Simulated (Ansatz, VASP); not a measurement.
One calculation of Cu, two programs

File INCAR:

```
SYSTEM = Cu
PREC = Accurate
ENCUT = 520
EDIFF = 1E-6
ISMEAR = 0
SIGMA = 0.15
LREAL = .FALSE.
LASPH = .TRUE.
NELM = 100
ALGO = Fast
ISIF = 2
LWAVE = .FALSE.
LCHARG = .FALSE.
GGA = CA
NBANDS = 12
```

The input KPOINTS:

```
regular mesh
0
G
  22 22 22
  0 0 0
```

Contents of POSCAR:

```
Cu
1.0
   -1.3738500000      1.3738500000      1.3075500000
    1.3738500000     -1.3738500000      1.3075500000
    1.3738500000      1.3738500000     -1.3075500000
Cu
1
Direct
    0.0000000000      0.0000000000      0.0000000000
```

Input for Ansatz:

```yaml
crystal:
  lattice:
    - [-1.37385, 1.37385, 1.30755]
    - [1.37385, -1.37385, 1.30755]
    - [1.37385, 1.37385, -1.30755]
  atoms:
    - { symbol: Cu, position: [0.0, 0.0, 0.0] }
basis:
  ecutwfc: 520.0
kpoints:
  mp_grid: { grid: [22, 22, 22] }
hamiltonian:
  xc: lda
  pseudopotentials: { kind: paw, azcp: { folder: soft_1 } }
scf:
  occupations: { method: gaussian, width: 0.15 }
output:
  forces: true
  stress: true
  eigenvalues: true
```

Alike in both runs: task single point; functional LDA; k mesh 22 × 22 × 22; occupations gaussian, width 0.15 eV; no spin polarisation.

|  | VASP | Ansatz |
| --- | --- | --- |
| version | VASP 6.6.1 | Ansatz 0.2.0 |
| potentials or method | VASP PAW LDA potentials, release 64 (Cu), cutoff 520 eV | scalar-relativistic, plane waves, PAW |
| valence electrons in the cell | 11 | 19 |

```csv
,VASP,Ansatz,Ansatz less VASP
gap on the k mesh at the Fermi level (eV),none,none,-
pressure (GPa),26.2,24.3,-1.93
"traceless stress, the component that is largest in VASP (GPa)",0.26,0.27,+0.004
```

Ansatz warns that its potentials were made for another functional, while VASP's fit it. LDA's correlation is that of Perdew and Zunger in VASP and of Perdew and Wang (1992) in Ansatz. A gap of «none» marks a metal or a gap that the smearing closes. VASP's potentials hold 11 valence electrons a cell and Ansatz's 19, so a difference there can come from the potentials and not from the codes.
